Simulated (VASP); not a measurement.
# Ti16BH3 in VASP: single point with PBE+D3(BJ)

Aim: the single point of Ti16BH3 with PBE+D3(BJ).

Program: VASP 6.6.1. These are calculated values, not measurements. Logs are shortened: lines on timing, memory, paths and dates and some standing lists are left out, and cuts for length are marked.

## Step 1: The cell of the first run

The cell holds a slab with vacuum, 20 atoms: a = 5.773 Å, b = 5.773 Å, c = 25.068 Å, α = 90.00°, β = 90.00°, γ = 120.00°.

## Step 2: Single point, PBE+D3(BJ)

Contents of INCAR:

```
SYSTEM = Ti16BH3
ALGO = Normal
DIPOL = 0.5 0.5 0.500
EDIFF = 1E-6
ENCUT = 520
GGA = PE
IDIPOL = 3
ISIF = 2
ISMEAR = 0
IVDW = 12
LASPH = .TRUE.
LCHARG = .FALSE.
LDIPOL = .TRUE.
LREAL = Auto
LWAVE = .FALSE.
NBANDS = 115
NELM = 80
PREC = Accurate
SIGMA = 0.1
```

Contents of KPOINTS:

```
k-points
0
G
  4 4 1
  0 0 0
```

Contents of POSCAR:

```
Ti16BH3
1.0
    5.7729299511      0.0000000000      0.0000000000
   -2.8864649755      4.9995039919      0.0000000000
    0.0000000000      0.0000000000     25.0677234734
Ti B H
16 1 3
Direct
    0.3333333333      0.1666666667      0.3191354814
    0.3333333333      0.6666666667      0.3191354814
    0.8333333333      0.1666666667      0.3191354814
    0.8333333333      0.6666666667      0.3191354814
    0.1666666667      0.3333333333      0.4103699791
    0.1666666667      0.8333333333      0.4103699791
    0.6666666667      0.3333333333      0.4103699791
    0.6666666667      0.8333333333      0.4103699791
    0.3313426691      0.1657070142      0.5047848380
    0.3333333333      0.6666666667      0.5049391166
    0.8342929858      0.1656356549      0.5047848380
    0.8343643451      0.6686573309      0.5047848380
    0.1677037976      0.3364454760      0.5948022772
    0.1687416784      0.8322962024      0.5948022772
    0.6666666667      0.3333333333      0.5909195182
    0.6635545240      0.8312583216      0.5948022772
    0.0000000000      0.0000000000      0.6585192572
    0.1153470815      0.2365758972      0.6745023191
   -0.2365758972     -0.1212288157      0.6745023191
    0.1212288157     -0.1153470815      0.6745023191
```

Potentials or basis: VASP PAW PBE potentials, release 64 (Ti_sv, B, H).

Run with:

```
> cat potpaw_PBE.64/Ti_sv/POTCAR potpaw_PBE.64/B/POTCAR potpaw_PBE.64/H/POTCAR > POTCAR
> mpirun -np 1 vasp_std > vasp.out
```

OUTCAR:

```text
SYSTEM = Ti16BH3
   EDIFF = 1E-6
   ENCUT = 520
   GGA = PE
   ISIF = 2
   ISMEAR = 0
   IVDW = 12
   LASPH = .TRUE.
   LREAL = Auto
   NELM = 80
   PREC = Accurate
 IVDW          = 12

 ion  position               nearest neighbor table
   1  0.333  0.167  0.319-   5 2.83   6 2.83   7 2.83   2 2.89   2 2.89   3 2.89   3 2.89   4 2.89
                             4 2.89
   2  0.333  0.667  0.319-   6 2.83   5 2.83   8 2.83   1 2.89   1 2.89   4 2.89   4 2.89   3 2.89
                             3 2.89
   3  0.833  0.167  0.319-   7 2.83   8 2.83   5 2.83   4 2.89   4 2.89   1 2.89   1 2.89   2 2.89
                             2 2.89
   4  0.833  0.667  0.319-   8 2.83   7 2.83   6 2.83   3 2.89   3 2.89   2 2.89   2 2.89   1 2.89
                             1 2.89
   5  0.167  0.333  0.410-   1 2.83   2 2.83   3 2.83   6 2.89   6 2.89   7 2.89   7 2.89   8 2.89
                             8 2.89   9 2.89  11 2.89  10 2.90
   6  0.167  0.833  0.410-   2 2.83   1 2.83   4 2.83   5 2.89   5 2.89   8 2.89   8 2.89   7 2.89
                             7 2.89  12 2.89   9 2.89  10 2.90
   7  0.667  0.333  0.410-   3 2.83   4 2.83   1 2.83   8 2.89   8 2.89   5 2.89   5 2.89   6 2.89
                             6 2.89  11 2.90  12 2.90   9 2.90
   8  0.667  0.833  0.410-   4 2.83   3 2.83   2 2.83   7 2.89   7 2.89   6 2.89   6 2.89   5 2.89
                             5 2.89  11 2.89  12 2.89  10 2.90
   9  0.331  0.166  0.505-  15 2.73  14 2.81  13 2.81  11 2.87  12 2.87  10 2.89  10 2.89   5 2.89
                             6 2.89   7 2.90  11 2.90  12 2.90
  10  0.333  0.667  0.505-  14 2.79  13 2.79  16 2.79  12 2.89  11 2.89   9 2.89   9 2.89  11 2.89
                            12 2.89   6 2.90   5 2.90   8 2.90
  11  0.834  0.166  0.505-  15 2.73  13 2.81  16 2.81  12 2.87   9 2.87  10 2.89  10 2.89   8 2.89
                             5 2.89   7 2.90  12 2.90   9 2.90
  12  0.834  0.669  0.505-  15 2.73  16 2.81  14 2.81  11 2.87   9 2.87  10 2.89  10 2.89   6 2.89
                             8 2.89   7 2.90  11 2.90   9 2.90
  13  0.168  0.336  0.595-  17 2.32  10 2.79  11 2.81   9 2.81  14 2.86  16 2.86  15 2.89  15 2.89
                            14 2.91  16 2.91
  14  0.169  0.832  0.595-  17 2.32  10 2.79   9 2.81  12 2.81  13 2.86  16 2.86  15 2.89  15 2.89
                            13 2.91  16 2.91
  15  0.667  0.333  0.591-  11 2.73  12 2.73   9 2.73  13 2.89  14 2.89  16 2.89  16 2.89  14 2.89
                            13 2.89
  16  0.664  0.831  0.595-  17 2.32  10 2.79  12 2.81  11 2.81  14 2.86  13 2.86  15 2.89  15 2.89
                            14 2.91  13 2.91
  17  0.000  0.000  0.659-  20 1.25  18 1.25  19 1.25  14 2.32  13 2.32  16 2.32
  18  0.115  0.237  0.675-  17 1.25
  19  0.763  0.879  0.675-  17 1.25
  20  0.121  0.885  0.675-  17 1.25

  LATTYP: Found a hexagonal cell.
 ALAT       =     5.7729299511
 C/A-ratio  =     4.3422878306

  Lattice vectors:

 A1 = (   5.7729299511,   0.0000000000,   0.0000000000)
 A2 = (  -2.8864649755,   4.9995039919,   0.0000000000)
 A3 = (   0.0000000000,   0.0000000000,  25.0677234734)

Analysis of symmetry for initial positions (statically):
=====================================================================
 Subroutine PRICEL returns:
 Original cell was already a primitive cell.

 Routine SETGRP: Setting up the symmetry group for a
 hexagonal supercell.

 Subroutine GETGRP returns: Found  3 space group operations
 (whereof  3 operations were pure point group operations)
 out of a pool of 24 trial point group operations.

The static configuration has the point symmetry C_3 .

Analysis of symmetry for dynamics (positions and initial velocities):
=====================================================================
 Subroutine PRICEL returns:
 Original cell was already a primitive cell.

 Routine SETGRP: Setting up the symmetry group for a
 hexagonal supercell.

 Subroutine GETGRP returns: Found  3 space group operations
 (whereof  3 operations were pure point group operations)
 out of a pool of 24 trial point group operations.

The dynamic configuration has the point symmetry C_3 .

 Subroutine INISYM returns: Found  3 space group operations
 (whereof  3 operations are pure point group operations),
 and found     1 'primitive' translations

----------------------------------------------------------------------------------------

                                     Primitive cell

  volume of cell :     723.4993

  direct lattice vectors                    reciprocal lattice vectors
[... 65 lines left out ...]
     0.000000000  0.000000000  0.039891935     0.000000000  0.000000000  1.000000000

  Length of vectors
     0.050004961  0.050004961  0.039891935

  Shift w.r.t. Gamma in fractional coordinates (k-lattice)
     0.000000000  0.000000000  0.000000000

 Subroutine IBZKPT returns following result:
 ===========================================

 Found      4 irreducible k-points:

 Following reciprocal coordinates:
            Coordinates               Weight
  0.000000  0.000000  0.000000      1.000000
  0.250000  0.000000  0.000000      6.000000
  0.500000  0.000000  0.000000      3.000000
  0.250000  0.250000  0.000000      6.000000
   k-points           NKPTS =      4   k-points in BZ     NKDIM =      4   number of bands    NBANDS=    115
   number of dos      NEDOS =    301   number of ions     NIONS =     20
   total plane-waves  NPLWV = 442368
   dimension x,y,z NGX =    48 NGY =   48 NGZ =  192
   dimension x,y,z NGXF=    96 NGYF=   96 NGZF=  384
   ions per type =              16   1   3
   NGX,Y,Z   is equivalent  to a cutoff of  13.82, 13.82, 12.73 a.u.
   NGXF,Y,Z  is equivalent  to a cutoff of  27.65, 27.65, 25.47 a.u.
 SYSTEM =  Ti16BH3
   PREC   = accura    normal or accurate (medium, high low for compatibility)
   ISTART =      0    job   : 0-new  1-cont  2-samecut
   ICHARG =      2    charge: 1-file 2-atom 10-const
   ISPIN  =      1    spin polarized calculation?
   LNONCOLLINEAR =      F non collinear calculations
   LSORBIT =      F    spin-orbit coupling
   LASPH  =      T    aspherical Exc in radial PAW
   ENCUT  =  520.0 eV  38.22 Ry    6.18 a.u.  10.73 10.73 46.61*2*pi/ulx,y,z
   NELM   =     80;   NELMIN=  2; NELMDL= -5     # of ELM steps
   EDIFF  = 0.1E-05   stopping-criterion for ELM
   LREAL  =      T    real-space projection
   EDIFFG = 0.1E-04   stopping-criterion for IOM
   NSW    =      0    number of steps for IOM
   IBRION =     -1    ionic relax: 0-MD 1-quasi-New 2-CG
   NFREE  =      0    steps in history (QN), initial steepest desc. (CG)
   ISIF   =      2    stress and relaxation
   ISYM   =      2    0-nonsym 1-usesym 2-fastsym
   POTIM  = 0.5000    time-step for ionic-motion
   TEBEG  =    0.0;   TEEND  =   0.0 temperature during run
   PSTRESS=    0.0 pullay stress
   NELECT =     198.0000    total number of electrons
   NUPDOWN=      -1.0000    fix difference up-down
   EMIN   =  10.00;   EMAX   =-10.00  energy-range for DOS
   EFERMI =   0.00;   METHOD = LEGACY
   ISMEAR =     0;   SIGMA  =   0.10  broadening in eV -4-tet -1-fermi 0-gaus
   EFERMI_NEDOS =   21; number of points for ismear=-14 and -15
   IALGO  =     38    algorithm
   IMIX   =      4    mixing-type and parameters
     AMIX     =   0.40;   BMIX     =  1.00
     AMIX_MAG =   1.60;   BMIX_MAG =  1.00
  volume/ion in A,a.u.               =      36.17       244.12
  Fermi-wavevector in a.u.,A,eV,Ry     =   1.062879  2.008550 15.370664  1.129712
  Thomas-Fermi vector in A             =   2.198345
   LORBIT       =      0    0 simple, 1 ext, 2 COOP (PROOUT), +10 PAW based schemes
   GGA     = PE    functional components
   LHFCALC =     F    Hartree Fock is set to
   AEXX    =    0.0000 exact exchange contribution
   IVDW    =    12    specifies the selected vdW correction
   LEPSILON=     F    determine dielectric tensor
   LRPA    =     F    only Hartree local field effects (RPA)
 non-spin polarized calculation
 Gauss-broadening in eV      SIGMA  =   0.10
  energy-cutoff  :      520.00
  volume of cell :      723.50
 maximum number of plane-waves:     19581
 NGX is ok and might be reduce to    48
   NGX = 21   NGY = 21   NGZ = 93

 dipolmoment           0.000000      0.000000     -0.032810 electrons x Angstroem

 number of electron     198.0000002 magnetization

 dipolmoment           0.000000      0.000000      0.006858 electrons x Angstroem

 Free energy of the ion-electron system (eV)
  ---------------------------------------------------
  ext. energy  EPLUGINS =         0.00000000
  ---------------------------------------------------
  free energy    TOTEN  =      -136.54682371 eV

  energy without entropy =     -136.40008342  energy(sigma->0) =     -136.47345357

 E-fermi :   0.6297     XC(G=0):  -5.3624

 val. band max:        0.6283577655   @ k =   0.0000   0.0000   0.0000
 cond. band min:       0.6481265576   @ k =   0.2500   0.0000   0.0000
 fundamental gap:      0.0197687922
 Fermi energy:         0.6296766308

 k-point     1 :       0.0000    0.0000    0.0000
  band No.  band energies     occupation
      1     -56.2527      2.00000
      2     -56.1598      2.00000
      3     -56.1590      2.00000
      4     -56.1590      2.00000
      5     -56.1574      2.00000
      6     -56.0635      2.00000
[... 445 lines left out ...]
    110       1.0927      0.00000
    111       1.2101      0.00000
 [bands above 111 left out]

------------------------ aborting loop because EDIFF is reached ----------------------------------------

 vacuum level on the upper side and lower side of the slab       (xc-potential included)        -0.081        -0.118

 Edisp (eV)   -7.90472

 E8    (eV) :    -3.8193

  FORCE on cell =-STRESS in cart. coord.  units (eV):
  Direction    XX          YY          ZZ          XY          YZ          ZX
  --------------------------------------------------------------------------------------
  -------------------------------------------------------------------------------------
  Total      -3.83822    -3.83822    -4.66577     0.00000    -0.00000    -0.00000
  in kB      -8.49967    -8.49967   -10.33228     0.00000    -0.00000    -0.00000
  external pressure =       -9.11 kB  Pullay stress =        0.00 kB

 VOLUME and BASIS-vectors are now :
 -----------------------------------------------------------------------------
  energy-cutoff  :      520.00
  volume of cell :      723.50
      direct lattice vectors                 reciprocal lattice vectors
     5.772929951  0.000000000  0.000000000     0.173222265  0.100009921  0.000000000
    -2.886464976  4.999503992  0.000000000     0.000000000  0.200019842  0.000000000
     0.000000000  0.000000000 25.067723473     0.000000000  0.000000000  0.039891935

 POSITION                                       TOTAL-FORCE (eV/Angst)
 -----------------------------------------------------------------------------------
      1.44323      0.83325      8.00000        -0.020864     -0.011539      0.455860
     -0.00000      3.33300      8.00000         0.000000      0.000000      0.467963
      4.32970      0.83325      8.00000         0.020425     -0.012299      0.455860
      2.88646      3.33300      8.00000         0.000439      0.023838      0.455860
      0.00000      1.66650     10.28704        -0.000146     -0.028006     -0.431400
     -1.44323      4.16625     10.28704        -0.024182      0.014129     -0.431400
[... 12 lines left out ...]
      1.87065      4.39342     16.90824        -0.005046      0.000849      0.010949
     -1.85367      4.42283     16.90824         0.001788     -0.004795      0.010949
 -----------------------------------------------------------------------------------
    total drift:                                0.000000     -0.000000     -0.024133

  FREE ENERGIE OF THE ION-ELECTRON SYSTEM (eV)
  ---------------------------------------------------
  free  energy   TOTEN  =      -144.4515409266 eV

  energy  without entropy=     -144.3048006301  energy(sigma->0) =     -144.37817078

 vacuum level on the upper side and lower side of the slab         5.137         5.078
```

It took 35 min on 1 thread of AMD EPYC 7R43 (Zen 3), shared host; peak memory 0.91 GiB.

What came out:

- Free energy: -144.4515 eV
- Largest force: 0.534 eV/Å
- Band gap on the k mesh: zero (bands 99 and 100 overlap by 0.62 eV)
- Dispersion energy per atom: -0.395 eV

Forces in eV/Å, atoms in the order of the input:
```
Ti  -0.021 -0.012  0.456
Ti   0.000  0.000  0.468
Ti   0.020 -0.012  0.456
Ti   0.000  0.024  0.456
Ti   0.000 -0.028 -0.431
Ti  -0.024  0.014 -0.431
Ti   0.000  0.000 -0.534
Ti   0.024  0.014 -0.431
Ti  -0.007 -0.001  0.009
Ti   0.000  0.000 -0.004
Ti   0.004 -0.005  0.009
Ti   0.003  0.006  0.009
Ti  -0.001  0.022 -0.018
Ti   0.019 -0.010 -0.018
Ti   0.000  0.000  0.004
Ti  -0.019 -0.011 -0.018
B    0.000  0.000 -0.012
H    0.003  0.004  0.011
H   -0.005  0.001  0.011
H    0.002 -0.005  0.011
```

Levels at points of the mesh, in eV from the Fermi level:
```csv
k point,band 96,band 97,band 98,band 99,band 100,band 101,band 102,band 103
"(0.00, 0.00, 0.00)",0.00,0.31,0.34,0.46,0.48,0.48,0.77,0.77
"(0.50, 0.00, 0.00)",-0.38,-0.29,-0.28,-0.17,-0.16,-0.09,-0.01,0.10
```
